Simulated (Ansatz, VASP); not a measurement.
**LiH: VASP beside Ansatz**

Contents of INCAR:

```
PREC     = Accurate       # precision mode
ENCUT    = 520            # plane-wave cutoff, eV
EDIFF    = 1E-6           # SCF threshold, eV
ISMEAR   = -1             # smearing method
SIGMA    = 0.05           # smearing width, eV
LREAL    = F              # projectors in reciprocal space
LASPH    = T              # aspherical terms in the spheres
NELM     = 80             # most SCF steps
ALGO     = Normal         # electronic algorithm
ISIF     = 2              # what is computed and relaxed
LWAVE    = F              # write WAVECAR
LCHARG   = T              # write CHGCAR
GGA      = PS             # functional
LELF     = T              # ELF
LVHAR    = T            
NBANDS   = 9              # bands
```

KPOINTS

```
regular mesh
0
Gamma
  11 11 11
```

The input POSCAR:

```
LiH
1.0
    0.0000000000      2.0230801250      2.0230801250
    2.0230801250      0.0000000000      2.0230801250
    2.0230801250      2.0230801250      0.0000000000
Li H
1 1
Direct
    0.0000000000      0.0000000000      0.0000000000
    0.5000000000      0.5000000000      0.5000000000
```

The input input.yaml:

```yaml
crystal:
  lattice:
    - [0.0, 2.023080125, 2.023080125]
    - [2.023080125, 0.0, 2.023080125]
    - [2.023080125, 2.023080125, 0.0]
  atoms:
    - { symbol: Li, position: [0.0, 0.0, 0.0] }
    - { symbol: H, position: [0.5, 0.5, 0.5] }
kpoints:
  mp_grid: { grid: [11, 11, 11] }
scf:
  occupations: { method: fermi_dirac, width: 0.05 }
hamiltonian:
  xc: pbesol
  pseudopotentials: { kind: all_electron, lapw: { basis_error: 0.001 } }
output:
  forces: true
  stress: true
  eigenvalues: true
```

Change from the starting cell: volume scaled by 0.98.

Alike in both runs: task single point; functional PBEsol; k mesh 11 × 11 × 11; occupations fermi-dirac, width 0.05 eV; no spin polarisation.

```csv
,VASP,Ansatz
version,VASP 6.6.1,Ansatz 0.2.0
potentials or method,"VASP PAW PBE potentials, release 64 (Li_sv, H), cutoff 520 eV","all-electron LAPW, scalar-relativistic"
```

|  | VASP | Ansatz | Ansatz less VASP |
| --- | --- | --- | --- |
| gap on the k mesh at the Fermi level (eV) | 2.96 | 2.96 | +0.003 |
| least direct gap on the mesh (eV) | 2.96 | 2.96 | +0.003 |

VASP's potentials were made for PBE, not for PBEsol. Ansatz ran all-electron here, and VASP with PAW potentials.

Noted on VASP's run: the cutoff is short for stress, so the pressure is rough.
